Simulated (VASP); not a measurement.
Here is a VASP 6.6.1 calculation.

INCAR

```
SYSTEM = TmInO2
PREC = Accurate
ENCUT = 600
EDIFF = 1E-6
ISMEAR = 0
SIGMA = 0.1
LREAL = .False.
LASPH = .True.
NELM = 200
ALGO = Normal
ISIF = 2
LWAVE = .False.
LCHARG = .False.
GGA = PE
NBANDS = 25
GGA_COMPAT = .False.
LMAXMIX = 6
```

Contents of KPOINTS:

```
regular mesh
0
Gamma
  12 12 12
  0 0 0
```

Contents of POSCAR:

```
TmInO2
1.0
    1.6880988103      0.9746243026      6.7641346648
   -1.6880988103      0.9746243026      6.7641346648
    0.0000000000     -1.9492486052      6.7641346648
Tm In O
1 1 2
Direct
    0.0000000000      0.0000000000      0.0000000000
    0.5000000000      0.5000000000      0.5000000000
    0.3872213866      0.3872213866      0.3872213866
    0.6127786134      0.6127786134      0.6127786134
```

Potentials or basis: VASP PAW PBE potentials, release 64 (Tm_3, In_d, O), 4f in core.

The run is started by

```sh
$ cat potpaw_PBE.64/Tm_3/POTCAR potpaw_PBE.64/In_d/POTCAR potpaw_PBE.64/O/POTCAR > POTCAR
$ mpirun -np 1 vasp_std > vasp.out
```

(1) Estimate the largest force.

(2) Predict the pressure.

(3) Predict the band gap on the k mesh.

Results:

(1) 0.100 eV/Å.

(2) 0.9 GPa.

(3) zero (bands 17 and 18 overlap by 0.79 eV).

Caveat: spin-orbit coupling is left out, which moves the levels of the heavy elements; the 4f electrons are frozen in the core, so they carry no moment and show no levels; the run has no spin polarisation, though such a crystal can be magnetic.
